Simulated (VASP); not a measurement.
# Hf (Fd-3m) in VASP: notebook, part 2 of 2

VASP 6.6.1. The steps go on from the part before.

## 3. Relaxation of cell and atoms, PBEsol+D4

This run uses another cell than the first one, of 29.08 Å³/atom.

File INCAR:

```
SYSTEM = Hf
ALGO = Normal ; EDIFF = 1E-7
EDIFFG = -0.03 ; ENCUT = 500
GGA = PS ; GGA_COMPAT = .False.
IBRION = 2 ; ISIF = 3
ISMEAR = -1 ; IVDW = 13
LASPH = .True. ; LCHARG = .False.
LREAL = .False. ; LWAVE = .False.
NELM = 120 ; NELMIN = 4
NSW = 80 ; PREC = Accurate
SIGMA = 0.1
```

File KPOINTS:

```
k-points
0
Gamma
  7 7 7
  0 0 0
```

File POSCAR:

```
Hf
1.0
    0.0000000000      3.0750000000      3.0750000000
    3.0750000000      0.0000000000      3.0750000000
    3.0750000000      3.0750000000      0.0000000000
Hf
2
Direct
    1.0000000000      1.0000000000      1.0000000000
    0.2500000000      0.2500000000      0.2500000000
```

Potentials or basis: VASP PAW PBE potentials, release 64 (Hf_pv).

On the command line:

```sh
$ cat potpaw_PBE.64/Hf_pv/POTCAR > POTCAR
$ mpirun -np 1 vasp_std > vasp.out
```

OUTCAR:

```text
SYSTEM = Hf
   EDIFF = 1E-7
   EDIFFG = -0.03
   ENCUT = 500
   GGA = PS
   IBRION = 2
   ISIF = 3
   ISMEAR = -1
   IVDW = 13
   LASPH = .True.
   LREAL = .False.
   NELM = 120
   NELMIN = 4
   NSW = 80
   PREC = Accurate

 ion  position               nearest neighbor table
   1  0.000  0.000  0.000-   2 2.66   2 2.66   2 2.66   2 2.66
   2  0.250  0.250  0.250-   1 2.66   1 2.66   1 2.66   1 2.66

  LATTYP: Found a face centered cubic cell.
 ALAT       =     6.1500000000

  Lattice vectors:

 A1 = (   0.0000000000,   3.0750000000,   3.0750000000)
 A2 = (   3.0750000000,   0.0000000000,   3.0750000000)
 A3 = (   3.0750000000,   3.0750000000,   0.0000000000)

Analysis of symmetry for initial positions (statically):
=====================================================================
 Subroutine PRICEL returns:
 Original cell was already a primitive cell.

 Routine SETGRP: Setting up the symmetry group for a
 face centered cubic supercell.

 Subroutine GETGRP returns: Found 48 space group operations
 (whereof 24 operations were pure point group operations)
 out of a pool of 48 trial point group operations.

The static configuration has the point symmetry T_d .
 The point group associated with its full space group is O_h .

[... 134 lines left out ...]
   LHFCALC =     F    Hartree Fock is set to
   AEXX    =    0.0000 exact exchange contribution
   IVDW    =    13    specifies the selected vdW correction
   LEPSILON=     F    determine dielectric tensor
   LRPA    =     F    only Hartree local field effects (RPA)
 conjugate gradient relaxation of ions
 non-spin polarized calculation
  energy-cutoff  :      500.00
  volume of cell :       58.15
 maximum number of plane-waves:      1492
   NGX = 15   NGY = 15   NGZ = 15

--------------------------------------- Ionic step        1  -------------------------------------------

 number of electron      20.0000005 magnetization

 Free energy of the ion-electron system (eV)
  ---------------------------------------------------
  ext. energy  EPLUGINS =         0.00000000
  ---------------------------------------------------
  free energy    TOTEN  =       -15.44077055 eV

  energy without entropy =      -15.29651187  energy(sigma->0) =      -15.36864121

------------------------ aborting loop because EDIFF is reached ----------------------------------------

  DFT-D4 for vdW energy calculation

  Edisp (eV):   -0.19345
[... 111 lines left out ...]
--------------------------------------- Ionic step        4  -------------------------------------------

 number of electron      20.0000006 magnetization

 Free energy of the ion-electron system (eV)
  ---------------------------------------------------
  ext. energy  EPLUGINS =         0.00000000
  ---------------------------------------------------
  free energy    TOTEN  =       -15.49982383 eV

  energy without entropy =      -15.33727896  energy(sigma->0) =      -15.41855140

 E-fermi :   1.6999     XC(G=0):  -9.4121

 val. band max:        1.6935485188   @ k =   0.4286   0.0000   0.0000
 cond. band min:       1.7057228445   @ k =   0.4286   0.2857   0.1429
 fundamental gap:      0.0121743256
 Fermi energy:         1.6999141487

 k-point     1 :       0.0000    0.0000    0.0000
  band No.  band energies     occupation
      1     -29.2347      2.00000
      2     -29.2347      2.00000
      3     -29.2347      2.00000
      4     -28.5523      2.00000
      5     -28.5523      2.00000
      6     -28.5523      2.00000
      7      -3.5455      2.00000
      8       1.3007      1.96373
      9       1.3007      1.96373
     10       1.8546      0.35094
     11       1.8546      0.35094
     12       1.8546      0.35094
     13       3.8475      0.00000
     14       3.8475      0.00000
[... 354 lines left out ...]
  FREE ENERGIE OF THE ION-ELECTRON SYSTEM (eV)
  ---------------------------------------------------
  free  energy   TOTEN  =       -15.7342489225 eV

  energy  without entropy=      -15.5717040462  energy(sigma->0) =      -15.65297648

 reached required accuracy - stopping structural energy minimisation
```

Wall time 2 min (1 thread of AMD EPYC 7R43 (Zen 3), shared host); peak memory 0.15 GiB.

Results:

```yaml
Free_energy: -15.7342 eV
Relaxed_volume: 33.07 Å³/atom
Relaxed_cell: a = 4.539 Å, b = 4.539 Å, c = 4.539 Å, α = 60.00°, β = 60.00°, γ = 60.00°
Space_group_after_relaxing_to_0.1_Å: Fd-3m (No. 227)
Energy_gained_by_relaxing: 50.0 meV/atom
Ionic_steps: 4
Pressure_after_relaxing: 0.0 GPa
Band_gap_on_the_k_mesh: zero (bands 10 and 11 overlap by 0.58 eV)
Dispersion_energy_per_atom: -0.117 eV
```

Step by step:
```
step  energy change (eV)  largest force (eV/Å)  pressure (GPa)  volume (Å³)
   1              0.0000                0.0000            3.38        58.15
   2             -0.0863                0.0000            1.60        63.47
   3             -0.0988                0.0000           -0.49        67.00
   4             -0.1000                0.0000            0.03        66.13
```

Final structure:
```
Hf
1.0
     0.00000    3.20969    3.20969
     3.20969    0.00000    3.20969
     3.20969    3.20969    0.00000
Hf
2
Cartesian
  0.0000 0.0000 0.0000
  1.6048 1.6048 1.6048
```

Caveat: the PAW data sets were made with another functional, which shifts forces and pressure a little; spin-orbit coupling is left out, which moves the levels of the heavy elements.

## 4. Relaxation of cell and atoms, PBEsol+D4

File INCAR:

```
SYSTEM = Hf
PREC = Accurate
ENCUT = 600
EDIFF = 1E-7
ISMEAR = -1
SIGMA = 0.1
LREAL = .False.
LASPH = .True.
NELM = 80
ALGO = Normal
ISIF = 3
LWAVE = .False.
LCHARG = .False.
GGA = PS
IVDW = 13
IBRION = 2
NSW = 80
EDIFFG = -0.03
```

File KPOINTS:

```
regular mesh
0
Gamma
  7 7 7
  0 0 0
```

File POSCAR:

```
Hf
1.0
    0.0000000000      3.2169453868      3.2169453868
    3.2169453868      0.0000000000      3.2169453868
    3.2169453868      3.2169453868      0.0000000000
Hf
2
Direct
    1.0000000000      1.0000000000      1.0000000000
    0.2500000000      0.2500000000      0.2500000000
```

On the command line:

```sh
$ cat potpaw_PBE.64/Hf_pv/POTCAR > POTCAR
$ mpirun -np 1 vasp_std > vasp.out
```

Run time: 66 s. Hardware: 1 thread of AMD EPYC 7R13, shared host; peak memory 0.19 GiB.

The run converged. Its results:

| Property | Result |
| --- | --- |
| Free energy | -15.7362 eV |
| Relaxed volume | 33.07 Å³/atom |
| Relaxed cell | a = 4.539 Å, b = 4.539 Å, c = 4.539 Å, α = 60.00°, β = 60.00°, γ = 60.00° |
| Space group after relaxing (to 0.1 Å) | Fd-3m (No. 227) |
| Energy gained by relaxing | 0.1 meV/atom |
| Ionic steps | 2 |
| Pressure after relaxing | 0.0 GPa |
| Band gap on the k mesh | zero (bands 10 and 11 overlap by 0.58 eV) |
| Dispersion energy per atom | -0.117 eV |

The path:
```
step  energy change (eV)  largest force (eV/Å)  pressure (GPa)  volume (Å³)
   1              0.0000                0.0000           -0.22        66.58
   2             -0.0002                0.0000            0.04        66.14
```

Final structure:
```
Hf
1.0
     0.00000    3.20985    3.20985
     3.20985    0.00000    3.20985
     3.20985    3.20985    0.00000
Hf
2
Direct
  0.00000 0.00000 0.00000
  0.25000 0.25000 0.25000
```

Levels at points of the mesh, in eV from the Fermi level:
```tsv
k point	band 8	band 9	band 10	band 11	band 12	band 13
(0.00, 0.00, 0.00)	-0.40	-0.40	0.15	0.15	0.15	2.15
```

Caveat: the PAW data sets were made with another functional, which shifts forces and pressure a little; spin-orbit coupling is left out, which moves the levels of the heavy elements.

## 5. Summary

```csv
task,cell,cutoff (eV),gap on the mesh (eV),pressure (GPa),relaxed volume (Å³/atom)
single point,"a = 4.549 Å, angles 60.0°, 2 atoms",500,none,-0.2,-
relaxation of cell and atoms,"relaxed from a = 4.349 Å, angles 60.0°, 2 atoms",500,none,0.0,33.07
relaxation of cell and atoms,"relaxed from a = 4.549 Å, angles 60.0°, 2 atoms",600,none,0.0,33.07
```

Alike in all rows: level PBEsol+D4; potentials or basis VASP PAW PBE potentials, release 64 (Hf_pv); no spin polarisation; k mesh 7 × 7 × 7; smearing fermi-dirac 0.1 eV.

Caveats: the PAW data sets were made with another functional, which shifts forces and pressure a little; spin-orbit coupling is left out, which moves the levels of the heavy elements.

Absolute energies hang on the potentials; compare differences alone.
